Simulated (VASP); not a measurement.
# Cs (I4_1/amd) in VASP: notebook, part 2 of 2

VASP 6.6.1.

## 3. Single point, PBEsol

Contents of INCAR:

```
SYSTEM = Cs
PREC = Accurate
ENCUT = 520
EDIFF = 1E-6
ISMEAR = -1
SIGMA = 0.2
LREAL = .FALSE.
LASPH = .TRUE.
NELM = 100
ALGO = Normal
ISIF = 2
LWAVE = .FALSE.
LCHARG = .TRUE.
GGA = PS
LELF = .TRUE.
LVHAR = .TRUE.
NBANDS = 16
```

Contents of KPOINTS:

```
regular mesh
0
G
  5 5 5
  0 0 0
```

Contents of POSCAR:

```
Cs
1.0
   -2.5538460000      2.5538460000      9.5960670000
    2.5538460000     -2.5538460000      9.5960670000
    2.5538460000      2.5538460000     -9.5960670000
Cs
2
Direct
    0.2500000000      0.7500000000      0.5000000000
    0.5000000000      0.5000000000      0.0000000000
```

Potentials or basis: VASP PAW PBE potentials, release 64 (Cs_sv).

Run with:

```bash
$ cat potpaw_PBE.64/Cs_sv/POTCAR > POTCAR
$ mpirun -np 1 vasp_std > vasp.out
```

OUTCAR:

```text
SYSTEM = Cs
   PREC = Accurate
   ENCUT = 520
   EDIFF = 1E-6
   ISMEAR = -1
   LREAL = .FALSE.
   LASPH = .TRUE.
   NELM = 100
   ISIF = 2
   GGA = PS

 ion  position               nearest neighbor table
   1  0.250  0.750  0.500-
   2  0.500  0.500  0.000-

  LATTYP: Found a body centered tetragonal cell.
 ALAT       =     5.1076920000
 C/A-ratio  =     3.7574963408

  Lattice vectors:

 A1 = (  -2.5538460000,   2.5538460000,   9.5960670000)
 A2 = (   2.5538460000,  -2.5538460000,   9.5960670000)
 A3 = (   2.5538460000,   2.5538460000,  -9.5960670000)

Analysis of symmetry for initial positions (statically):
=====================================================================
 Subroutine PRICEL returns:
 Original cell was already a primitive cell.

 Routine SETGRP: Setting up the symmetry group for a
 body centered tetragonal supercell.

 Subroutine GETGRP returns: Found 16 space group operations
[... 154 lines left out ...]
  ext. energy  EPLUGINS =         0.00000000
  ---------------------------------------------------
  free energy    TOTEN  =        -1.91414831 eV

  energy without entropy =       -1.59983356  energy(sigma->0) =       -1.75699093

 E-fermi :   0.1470     XC(G=0):  -5.2539

 val. band max:        0.0773580034   @ k =   0.4000   0.2000   0.0000
 cond. band min:       0.2312728979   @ k =  -0.2000   0.4000   0.2000
 fundamental gap:      0.1539148945
 Fermi energy:         0.1470354548

 k-point     1 :       0.0000    0.0000    0.0000
  band No.  band energies     occupation
      1     -23.7860      2.00000
      2     -23.7817      2.00000
      3     -10.6229      2.00000
      4     -10.5095      2.00000
      5     -10.5062      2.00000
      6     -10.5062      2.00000
[... 319 lines left out ...]
      3     -10.5845      2.00000
      4     -10.5494      2.00000
      5     -10.5116      2.00000
      6     -10.5116      2.00000
[... 8 lines left out ...]
     15       2.9972      0.00000
     16       2.9972      0.00000

------------------------ aborting loop because EDIFF is reached ----------------------------------------

  FORCE on cell =-STRESS in cart. coord.  units (eV):
  Direction    XX          YY          ZZ          XY          YZ          ZX
  --------------------------------------------------------------------------------------
  -------------------------------------------------------------------------------------
  Total       -0.1537152     -0.1537152     -0.3444196      0.0000000      0.0000000      0.0000000
  in kB       -0.9837499     -0.9837499     -2.2042242      0.0000000      0.0000000      0.0000000
  external PRESSURE =      -1.3905747 kB  Pullay stress =       0.0000000 kB

 VOLUME and BASIS-vectors are now :
 -----------------------------------------------------------------------------
  energy-cutoff  :      520.00
  volume of cell :      250.35
      direct lattice vectors                 reciprocal lattice vectors
    -2.553846000  2.553846000  9.596067000     0.000000000  0.195783144  0.052104680
     2.553846000 -2.553846000  9.596067000     0.195783144  0.000000000  0.052104680
     2.553846000  2.553846000 -9.596067000     0.195783144  0.195783144  0.000000000

 POSITION                                       TOTAL-FORCE (eV/Angst)
 -----------------------------------------------------------------------------------
      2.55385      0.00000      4.79803         0.000000      0.000000      0.000000
      0.00000      0.00000      9.59607        -0.000000     -0.000000     -0.000000
 -----------------------------------------------------------------------------------
    total drift:                                0.000000     -0.000000      0.000000

  FREE ENERGIE OF THE ION-ELECTRON SYSTEM (eV)
  ---------------------------------------------------
  free  energy   TOTEN  =        -1.9141483107 eV

  energy  without entropy=       -1.5998335562  energy(sigma->0) =       -1.75699093
```

OSZICAR:

```text
N       E                     dE             d eps       ncg     rms          rms(c)
DAV:   1     0.139155991707E+03    0.13916E+03   -0.59430E+03   576   0.807E+02
DAV:   2     0.174659027948E+02   -0.12169E+03   -0.11616E+03   912   0.151E+02
DAV:   3    -0.146564269340E+01   -0.18932E+02   -0.18831E+02   728   0.634E+01
DAV:   4    -0.191033688117E+01   -0.44469E+00   -0.44448E+00   792   0.114E+01
DAV:   5    -0.191370508647E+01   -0.33682E-02   -0.33680E-02   768   0.102E+00    0.195E-01
DAV:   6    -0.191359165597E+01    0.11343E-03   -0.23941E-03   816   0.232E-01    0.142E-01
DAV:   7    -0.191405696955E+01   -0.46531E-03   -0.60523E-03   688   0.370E-01    0.462E-02
DAV:   8    -0.191414660831E+01   -0.89639E-04   -0.22805E-04   792   0.683E-02    0.136E-02
DAV:   9    -0.191414814192E+01   -0.15336E-05   -0.35553E-05   768   0.273E-02    0.582E-03
DAV:  10    -0.191414831071E+01   -0.16879E-06   -0.24388E-06   664   0.694E-03
   1 F= -.19141483E+01 E0= -.17569909E+01  d E =-.314315E+00
```

stdout:

```text
POSCAR found type information on POSCAR Cs
 POSCAR found :  1 types and       2 ions
 scaLAPACK will be used
 -----------------------------------------------------------------------------
|                                                                             |
|                                                                             |
|     You enforced a specific xc type in the INCAR file but a different       |
|     I HOPE YOU KNOW WHAT YOU ARE DOING!                                     |
|                                                                             |
 -----------------------------------------------------------------------------

 LDA part: xc-table for (Slater+PW92), standard interpolation
 POSCAR, INCAR and KPOINTS ok, starting setup
 FFT: planning ... GRIDC
 FFT: planning ... GRID_SOFT
 FFT: planning ... GRID
 WAVECAR not read
 entering main loop
```

Run time: 3.2 min. Hardware: 1 thread of Intel Xeon Platinum 8375C at 2.90GHz (Ice Lake), shared host; peak memory 0.83 GiB.

Results:

- Free energy: -1.9141 eV
- Pressure: -0.1 GPa
- Band gap on the k mesh: zero (band 9 reaches 0.61 eV, above the bottom of band 10 at -0.68 eV)

Levels at points of the mesh, in eV from the Fermi level:
```
           k point  band 7  band 8  band 9  band 10  band 11  band 12
(0.00, 0.00, 0.00)  -10.65  -10.65   -1.55    -0.07     0.59     1.62
```

Caveat: the PAW data sets were made with another functional, which shifts forces and pressure a little; spin-orbit coupling is left out, which moves the levels of the heavy elements.
